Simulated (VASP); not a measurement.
# Al (Cm) in VASP: notebook

Al is run at these levels: PBE+D3(BJ); tasks: single point.

Program: VASP 6.6.1. These are calculated values, not measurements. Logs are shortened: lines on timing, memory, paths and dates and some standing lists are left out, and cuts for length are marked.

### 1 The cell of the first run

It takes space group Cm (No. 8, monoclinic). The conventional cell has a = 4.875 Å, b = 2.814 Å, c = 9.241 Å, α = 90.00°, β = 90.00°, γ = 90.00°. Al (site symmetry m) has 1 Al at 1.86 Å within 2.5 Å. Al (site symmetry m) has 1 Al at 1.86 Å within 2.5 Å. Within 3.7 Å of Al (site symmetry m) lie 12 Al at 2.81 to 3.65 Å. Al (site symmetry m) has 12 Al at 2.81 to 2.82 Å within 3.7 Å.

### 2 Single point, PBE+D3(BJ) (atom 2 (Al) moved by -0.700 Å along [1 2 0] and -0.700 Å along [0 0 1])

Input file INCAR:

```
SYSTEM = Al
PREC     = Accurate       ! precision mode
ENCUT    = 520            ! plane-wave cutoff, eV
EDIFF    = 1E-7           ! SCF threshold, eV
ISMEAR   = 0              ! smearing method
SIGMA    = 0.15           ! smearing width, eV
LREAL    = .False.        ! projectors in reciprocal space
LASPH    = .True.         ! aspherical terms in the spheres
NELM     = 100            ! most SCF steps
ALGO     = Fast           ! electronic algorithm
ISIF     = 2              ! what is computed and relaxed
LWAVE    = .False.        ! write WAVECAR
LCHARG   = .False.        ! write CHGCAR
GGA      = PE             ! functional
IVDW     = 12             ! dispersion correction
NBANDS   = 14             ! bands
```

Input file KPOINTS:

```
Automatic mesh
0
Gamma
  18 18 4
  0 0 0
```

Input file POSCAR:

```
Al
1.0
    2.8144222650      0.0000000000      0.0000000000
   -1.4072111325      2.4373611785      0.0000000000
    0.0000000000      0.0000000000      9.2410470710
Al
4
Direct
    0.0000000000      0.0000000000      0.0000000000
    0.1897354115      0.3794708230      0.1742510081
    0.0000000000      0.0000000000      0.5000000000
    0.6666666667      0.3333333333      0.7500000000
```

Potentials or basis: VASP PAW PBE potentials, release 64 (Al).

The run is started by

```console
cat potpaw_PBE.64/Al/POTCAR > POTCAR
mpirun -np 1 vasp_std > vasp.out
```

OUTCAR:

```text
SYSTEM = Al
   PREC = Accurate
   ENCUT = 520
   EDIFF = 1E-7
   ISMEAR = 0
   LREAL = .False.
   LASPH = .True.
   NELM = 100
   ISIF = 2
   GGA = PE
   IVDW = 12
 IVDW          = 12

 ion  position               nearest neighbor table
   1  0.000  0.000  0.000-   2 1.86   2 2.62   2 2.62   4 2.82   4 2.82   4 2.82
   2  0.190  0.379  0.174-   1 1.86   1 2.62   1 2.62   3 3.15
   3  0.000  0.000  0.500-   4 2.82   4 2.82   4 2.82   2 3.15
   4  0.667  0.333  0.750-   1 2.82   3 2.82   1 2.82   3 2.82   1 2.82   3 2.82

  LATTYP: Found a hexagonal cell.
 ALAT       =     2.8144222650
 C/A-ratio  =     3.2834614713

  Lattice vectors:

 A1 = (   2.8144222650,   0.0000000000,   0.0000000000)
 A2 = (  -1.4072111325,   2.4373611785,   0.0000000000)
 A3 = (   0.0000000000,   0.0000000000,   9.2410470710)

Analysis of symmetry for initial positions (statically):
=====================================================================
 Subroutine PRICEL returns:
 Original cell was already a primitive cell.

 Routine SETGRP: Setting up the symmetry group for a
 hexagonal supercell.

 Subroutine GETGRP returns: Found  2 space group operations
 (whereof  2 operations were pure point group operations)
 out of a pool of 24 trial point group operations.

The static configuration has the point symmetry C_1h.

Analysis of symmetry for dynamics (positions and initial velocities):
=====================================================================
 Subroutine PRICEL returns:
 Original cell was already a primitive cell.

 Routine SETGRP: Setting up the symmetry group for a
 hexagonal supercell.

 Subroutine GETGRP returns: Found  2 space group operations
 (whereof  2 operations were pure point group operations)
 out of a pool of 24 trial point group operations.

The dynamic configuration has the point symmetry C_1h.

 Subroutine INISYM returns: Found  2 space group operations
 (whereof  2 operations are pure point group operations),
 and found     1 'primitive' translations

----------------------------------------------------------------------------------------

                                     Primitive cell

  volume of cell :      63.3914

  direct lattice vectors                    reciprocal lattice vectors
     2.814422265  0.000000000  0.000000000     0.355312709  0.205139888  0.000000000
    -1.407211133  2.437361178  0.000000000     0.000000000  0.410279777  0.000000000
     0.000000000  0.000000000  9.241047071     0.000000000  0.000000000  0.108212846

  length of vectors
     2.814422265  2.814422265  9.241047071     0.410279777  0.410279777  0.108212846

  position of ions in fractional coordinates (direct lattice)
     0.000000000  0.000000000  0.000000000
     0.189735412  0.379470823  0.174251008
     0.000000000  0.000000000  0.500000000
     0.666666667  0.333333333  0.750000000

  ion indices of the primitive-cell ions
   primitive index   ion index
                 1           1
                 2           2
                 3           3
                 4           4

----------------------------------------------------------------------------------------

 KPOINTS: Automatic mesh

Automatic generation of k-mesh.
 Grid dimensions read from file:
 generate k-points for:   18   18    4

 Generating k-lattice:

  Cartesian coordinates                     Fractional coordinates (reciprocal lattice)
     0.019739595  0.011396660  0.000000000     0.055555556  0.000000000  0.000000000
     0.000000000  0.022793321  0.000000000     0.000000000  0.055555556  0.000000000
     0.000000000  0.000000000  0.027053211     0.000000000  0.000000000  0.250000000

  Length of vectors
     0.022793321  0.022793321  0.027053211

  Shift w.r.t. Gamma in fractional coordinates (k-lattice)
     0.000000000  0.000000000  0.000000000

 Subroutine IBZKPT returns following result:
 ===========================================

 Found    353 irreducible k-points:

 Following reciprocal coordinates:
            Coordinates               Weight
  0.000000  0.000000  0.000000      1.000000
  0.055556  0.000000  0.000000      4.000000
  0.000000  0.055556  0.000000      2.000000
  0.111111  0.000000  0.000000      4.000000
  0.000000  0.111111  0.000000      2.000000
  0.166667 -0.000000  0.000000      4.000000
[... 16 lines left out ...]
 -0.055556  0.166667  0.000000      4.000000
 -0.166667  0.111111  0.000000      4.000000
 [... further k-points ...]
   k-points           NKPTS =    353   k-points in BZ     NKDIM =    353   number of bands    NBANDS=     14
   number of dos      NEDOS =    301   number of ions     NIONS =      4
   total plane-waves  NPLWV =  40320
   dimension x,y,z NGX =    24 NGY =   24 NGZ =   70
   dimension x,y,z NGXF=    48 NGYF=   48 NGZF=  140
   ions per type =               4
   NGX,Y,Z   is equivalent  to a cutoff of  14.18, 14.18, 12.59 a.u.
   NGXF,Y,Z  is equivalent  to a cutoff of  28.35, 28.35, 25.19 a.u.
 SYSTEM =  Al
   PREC   = accura    normal or accurate (medium, high low for compatibility)
   ISTART =      0    job   : 0-new  1-cont  2-samecut
   ICHARG =      2    charge: 1-file 2-atom 10-const
   ISPIN  =      1    spin polarized calculation?
   LNONCOLLINEAR =      F non collinear calculations
   LSORBIT =      F    spin-orbit coupling
   LASPH  =      T    aspherical Exc in radial PAW
   ENCUT  =  520.0 eV  38.22 Ry    6.18 a.u.   5.23  5.23 17.18*2*pi/ulx,y,z
   NELM   =    100;   NELMIN=  2; NELMDL= -5     # of ELM steps
   EDIFF  = 0.1E-06   stopping-criterion for ELM
   LREAL  =      F    real-space projection
   EDIFFG = 0.1E-05   stopping-criterion for IOM
   NSW    =      0    number of steps for IOM
   IBRION =     -1    ionic relax: 0-MD 1-quasi-New 2-CG
   NFREE  =      0    steps in history (QN), initial steepest desc. (CG)
   ISIF   =      2    stress and relaxation
   ISYM   =      2    0-nonsym 1-usesym 2-fastsym
   POTIM  = 0.5000    time-step for ionic-motion
   TEBEG  =    0.0;   TEEND  =   0.0 temperature during run
   PSTRESS=    0.0 pullay stress
   NELECT =      12.0000    total number of electrons
   NUPDOWN=      -1.0000    fix difference up-down
   EMIN   =  10.00;   EMAX   =-10.00  energy-range for DOS
   EFERMI =   0.00;   METHOD = LEGACY
   ISMEAR =     0;   SIGMA  =   0.15  broadening in eV -4-tet -1-fermi 0-gaus
   EFERMI_NEDOS =   21; number of points for ismear=-14 and -15
   IALGO  =     68    algorithm
   IMIX   =      4    mixing-type and parameters
     AMIX     =   0.40;   BMIX     =  1.00
     AMIX_MAG =   1.60;   BMIX_MAG =  1.00
  volume/ion in A,a.u.               =      15.85       106.95
  Fermi-wavevector in a.u.,A,eV,Ry     =   0.939994  1.776331 12.021957  0.883589
  Thomas-Fermi vector in A             =   2.067362
   LORBIT       =      0    0 simple, 1 ext, 2 COOP (PROOUT), +10 PAW based schemes
   GGA     = PE    functional components
   LHFCALC =     F    Hartree Fock is set to
   AEXX    =    0.0000 exact exchange contribution
   IVDW    =    12    specifies the selected vdW correction
   LEPSILON=     F    determine dielectric tensor
   LRPA    =     F    only Hartree local field effects (RPA)
 non-spin polarized calculation
 RMM-DIIS sequential band-by-band and
 Gauss-broadening in eV      SIGMA  =   0.15
  energy-cutoff  :      520.00
  volume of cell :       63.39
 maximum number of plane-waves:      1724
 NGX is ok and might be reduce to    24
   NGX = 11   NGY = 11   NGZ = 35

 number of electron      12.0000000 magnetization

 Free energy of the ion-electron system (eV)
  ---------------------------------------------------
  ext. energy  EPLUGINS =         0.00000000
  ---------------------------------------------------
  free energy    TOTEN  =       -11.09642115 eV

  energy without entropy =      -11.07924723  energy(sigma->0) =      -11.08783419

 E-fermi :   8.2930     XC(G=0): -10.2564

 val. band max:        8.2849073068   @ k =  -0.2222   0.5000   0.0000
 cond. band min:       8.2932314945   @ k =  -0.0556   0.3333   0.2500
 fundamental gap:      0.0083241877
 Fermi energy:         8.2929645770

 k-point     1 :       0.0000    0.0000    0.0000
  band No.  band energies     occupation
      1      -3.7315      2.00000
      2      -1.9533      2.00000
      3      -0.4329      2.00000
      4       3.8175      2.00000
      5       4.0657      2.00000
      6      11.4606      0.00000
      7      12.1462      0.00000
      8      17.7378      0.00000
      9      18.0984      0.00000
     10      18.3649      0.00000
     11      18.8601      0.00000
     12      19.6619      0.00000
     13      19.9824      0.00000
     14      20.2595      0.00000

 k-point     2 :       0.0556    0.0000    0.0000
  band No.  band energies     occupation
      1      -3.6555      2.00000
      2      -1.8773      2.00000
      3      -0.3572      2.00000
      4       3.8913      2.00000
      5       4.1370      2.00000
      6      11.5177      0.00000
      7      12.1954      0.00000
      8      16.4130      0.00000
      9      17.5571      0.00000
     10      17.9132      0.00000
     11      18.5395      0.00000
     12      19.1711      0.00000
     13      19.5043      0.00000
     14      19.9530      0.00000
[... 343 lines left out ...]
      1      -3.2006      2.00000
      2      -1.4229      2.00000
      3       0.0959      2.00000
      4       4.3271      2.00000
      5       4.5634      2.00000
      6      11.8041      0.00000
      7      12.2539      0.00000
      8      14.0010      0.00000
      9      14.6712      0.00000
     10      15.5854      0.00000
     11      16.5209      0.00000
     12      17.1048      0.00000
     13      18.1559      0.00000
     14      18.5989      0.00000

 k-point    24 :      -0.1667    0.1111    0.0000
  band No.  band energies     occupation
      1      -3.2005      2.00000
      2      -1.4227      2.00000
      3       0.0960      2.00000
      4       4.3325      2.00000
      5       4.5643      2.00000
      6      11.7785      0.00000
      7      12.3969      0.00000
      8      13.6940      0.00000
      9      14.7543      0.00000
     10      15.4925      0.00000
     11      16.4447      0.00000
     12      17.2518      0.00000
     13      18.0017      0.00000
     14      18.7366      0.00000

 [... further k-points ...]

------------------------ aborting loop because EDIFF is reached ----------------------------------------

 Edisp (eV)   -1.40863

 E8    (eV) :    -0.6311

  FORCE on cell =-STRESS in cart. coord.  units (eV):
  Direction    XX          YY          ZZ          XY          YZ          ZX
  --------------------------------------------------------------------------------------
  -------------------------------------------------------------------------------------
  Total       0.50345     5.74247    17.13331     0.00000     9.48885     0.00000
  in kB      12.72438   145.13740   433.03349     0.00000   239.82453     0.00000
  external pressure =      196.97 kB  Pullay stress =        0.00 kB

 VOLUME and BASIS-vectors are now :
 -----------------------------------------------------------------------------
  energy-cutoff  :      520.00
  volume of cell :       63.39
      direct lattice vectors                 reciprocal lattice vectors
     2.814422265  0.000000000  0.000000000     0.355312709  0.205139888  0.000000000
    -1.407211133  2.437361178  0.000000000     0.000000000  0.410279777  0.000000000
     0.000000000  0.000000000  9.241047071     0.000000000  0.000000000  0.108212846

 POSITION                                       TOTAL-FORCE (eV/Angst)
 -----------------------------------------------------------------------------------
      0.00000      0.00000      0.00000         0.000000     -5.943085    -11.534484
      0.00000      0.92491      1.61026        -0.000000      5.965303     12.154925
      0.00000      0.00000      4.62052         0.000000     -0.011261     -0.641732
      1.40721      0.81245      6.93079         0.000000     -0.010958      0.021291
 -----------------------------------------------------------------------------------
    total drift:                               -0.000000      0.000017      0.000028

  FREE ENERGIE OF THE ION-ELECTRON SYSTEM (eV)
  ---------------------------------------------------
  free  energy   TOTEN  =       -12.5050519828 eV

  energy  without entropy=      -12.4878780670  energy(sigma->0) =      -12.49646502
```

Run time: 4 min. Hardware: 1 thread of Intel Xeon Platinum 8124M at 3.00GHz (Skylake/Cascade Lake), shared host; peak memory 0.34 GiB.

What came out:

```yaml
Free_energy: -12.5051 eV
Pressure: 19.7 GPa
Largest_force: 13.540 eV/Å
Band_gap_on_the_k_mesh: zero (bands 6 and 7 overlap by 4.81 eV)
Dispersion_energy_per_atom: -0.352 eV
```

Forces in eV/Å, atoms in the order of the input:
```
Al    0.000  -5.943 -11.534
Al    0.000   5.965  12.155
Al    0.000  -0.011  -0.642
Al    0.000  -0.011   0.021
```

Caveat: the cell differs from its parent crystal (atom 2 (Al) moved by -0.700 Å along [1 2 0] and -0.700 Å along [0 0 1]); the cell stands under pressure; forces of over 1 eV/Å act on the atoms, so gaps and moduli don't describe the material at rest.

### 3 Single point, PBE+D3(BJ) (atom 2 (Al) moved by +0.700 Å along [1 2 0] and -0.140 Å along [0 0 1])

Input file INCAR:

```
PREC = Accurate
ENCUT = 520
EDIFF = 1E-6
ISMEAR = 0
SIGMA = 0.15
LREAL = False
LASPH = True
NELM = 80
ALGO = Fast
ISIF = 2
LWAVE = False
LCHARG = False
GGA = PE
IVDW = 12
NBANDS = 14
```

Input file KPOINTS:

```
Automatic mesh
0
Gamma
  18 18 4
```

POSCAR, as its differences from that of step 2:

```diff
@@ -9,3 +9,3 @@
     0.0000000000      0.0000000000      0.0000000000
-    0.1897354115      0.3794708230      0.1742510081
+    0.4769312552      0.9538625103      0.2348502016
     0.0000000000      0.0000000000      0.5000000000
```

Potentials or basis: VASP PAW PBE potentials, release 64 (Al).

The run is started by

```console
cat potpaw_PBE.64/Al/POTCAR > POTCAR
mpirun -np 1 vasp_std > vasp.out
```

OUTCAR:

```text
PREC = Accurate
   ENCUT = 520
   EDIFF = 1E-6
   ISMEAR = 0
   LREAL = False
   LASPH = True
   NELM = 80
   ISIF = 2
   GGA = PE
   IVDW = 12
 IVDW          = 12

 ion  position               nearest neighbor table
   1  0.000  0.000  0.000-   2 2.59   2 2.59   4 2.82   4 2.82   4 2.82   2 3.18   2 3.35
   2  0.477  0.954  0.235-   1 2.59   1 2.59   3 2.83   3 2.83   1 3.18   1 3.35
   3  0.000  0.000  0.500-   4 2.82   4 2.82   4 2.82   2 2.83   2 2.83
   4  0.667  0.333  0.750-   1 2.82   3 2.82   1 2.82   3 2.82   1 2.82   3 2.82

[... 614 lines left out ...]
  Direction    XX          YY          ZZ          XY          YZ          ZX
  --------------------------------------------------------------------------------------
  -------------------------------------------------------------------------------------
  Total       0.55919    -0.18877     1.47564     0.00000    -0.13644     0.00000
  in kB      14.13312    -4.77103    37.29598     0.00000    -3.44844     0.00000
  external pressure =       15.55 kB  Pullay stress =        0.00 kB

 VOLUME and BASIS-vectors are now :
 -----------------------------------------------------------------------------
  energy-cutoff  :      520.00
  volume of cell :       63.39
      direct lattice vectors                 reciprocal lattice vectors
     2.814422265  0.000000000  0.000000000     0.355312709  0.205139888  0.000000000
    -1.407211133  2.437361178  0.000000000     0.000000000  0.410279777  0.000000000
     0.000000000  0.000000000  9.241047071     0.000000000  0.000000000  0.108212846

 POSITION                                       TOTAL-FORCE (eV/Angst)
 -----------------------------------------------------------------------------------
      0.00000      0.00000      0.00000         0.000000      0.067116     -0.818025
      0.00000      2.32491      2.17026        -0.000000     -0.168144      0.993053
      0.00000      0.00000      4.62052         0.000000      0.022979     -0.191762
      1.40721      0.81245      6.93079         0.000000      0.078049      0.016734
 -----------------------------------------------------------------------------------
    total drift:                                0.000000     -0.000001      0.000006

  FREE ENERGIE OF THE ION-ELECTRON SYSTEM (eV)
  ---------------------------------------------------
  free  energy   TOTEN  =       -16.1061559787 eV

  energy  without entropy=      -16.0890051454  energy(sigma->0) =      -16.09758056
```

OSZICAR:

```text
N       E                     dE             d eps       ncg     rms          rms(c)
DAV:   1     0.656205896906E+01    0.65621E+01   -0.41640E+03  9892   0.659E+02
DAV:   2    -0.141527494723E+02   -0.20715E+02   -0.19111E+02 12772   0.903E+01
DAV:   3    -0.148243186124E+02   -0.67157E+00   -0.66443E+00 13028   0.132E+01
DAV:   4    -0.148289101098E+02   -0.45915E-02   -0.45906E-02 11766   0.137E+00
DAV:   5    -0.148289637329E+02   -0.53623E-04   -0.53624E-04 13018   0.152E-01    0.279E+00
RMM:   6    -0.147456183843E+02    0.83345E-01   -0.24917E-02 10372   0.570E-01    0.161E+00
RMM:   7    -0.147137098223E+02    0.31909E-01   -0.79038E-03 10242   0.436E-01    0.679E-01
RMM:   8    -0.147033953376E+02    0.10314E-01   -0.34525E-03 11067   0.311E-01    0.144E-01
RMM:   9    -0.147030152924E+02    0.38005E-03   -0.44033E-04 11395   0.122E-01    0.944E-02
RMM:  10    -0.147029747798E+02    0.40513E-04   -0.87375E-05 11727   0.585E-02    0.454E-02
RMM:  11    -0.147029681145E+02    0.66653E-05   -0.23615E-05 11553   0.286E-02    0.119E-02
RMM:  12    -0.147029655852E+02    0.25293E-05   -0.42690E-06 11558   0.136E-02    0.131E-02
RMM:  13    -0.147029655438E+02    0.41391E-07   -0.88846E-07  7866   0.656E-03
   1 F= -.16106156E+02 E0= -.16097581E+02  d E =-.171508E-01
```

stdout:

```text
POSCAR found type information on POSCAR Al
 POSCAR found :  1 types and       4 ions
 scaLAPACK will be used
 LDA part: xc-table for (Slater+PW92), standard interpolation
 POSCAR, INCAR and KPOINTS ok, starting setup
 FFT: planning ... GRIDC
 FFT: planning ... GRID_SOFT
 FFT: planning ... GRID
 WAVECAR not read
 entering main loop
```

It took 3.1 min on 1 thread of Intel Xeon Platinum 8124M at 3.00GHz (Skylake/Cascade Lake), shared host; peak memory 0.36 GiB.

Results:

```yaml
Free_energy: -16.1062 eV
Pressure: 1.6 GPa
Largest_force: 1.007 eV/Å
Band_gap_on_the_k_mesh: zero (bands 6 and 7 overlap by 5.56 eV)
Dispersion_energy_per_atom: -0.351 eV
```

Forces on the atoms (eV/Å):
```
Al   0.000  0.067 -0.818
Al   0.000 -0.168  0.993
Al   0.000  0.023 -0.192
Al   0.000  0.078  0.017
```

Stress tensor (GPa, compression positive):
```
 1.41  0.00  0.00
 0.00 -0.48 -0.34
 0.00 -0.34  3.73
```

Levels at points of the mesh, in eV from the Fermi level:
| k point | band 4 | band 5 | band 6 | band 7 | band 8 | band 9 |
| --- | --- | --- | --- | --- | --- | --- |
| (0.00, 0.00, 0.00) | -4.74 | -4.47 | 3.34 | 3.53 | 10.91 | 11.10 |
| (0.50, 0.00, 0.00) | -4.03 | -3.18 | -3.15 | 0.85 | 1.22 | 1.43 |
| (0.00, 0.50, 0.00) | -3.83 | -3.43 | -3.32 | 0.54 | 1.06 | 1.71 |
| (0.00, 0.00, 0.50) | -7.41 | -1.02 | -0.84 | 8.22 | 8.37 | 11.07 |
| (0.50, 0.00, 0.50) | -4.74 | -1.78 | -1.72 | -1.27 | -1.22 | 4.53 |
| (0.00, 0.50, 0.50) | -4.68 | -1.99 | -1.93 | -1.26 | -1.09 | 4.57 |

Caveat: the cell differs from its parent crystal (atom 2 (Al) moved by +0.700 Å along [1 2 0] and -0.140 Å along [0 0 1]); forces of over 1 eV/Å act on the atoms, so gaps and moduli don't describe the material at rest.

(Part 1 of 2 ends here.)
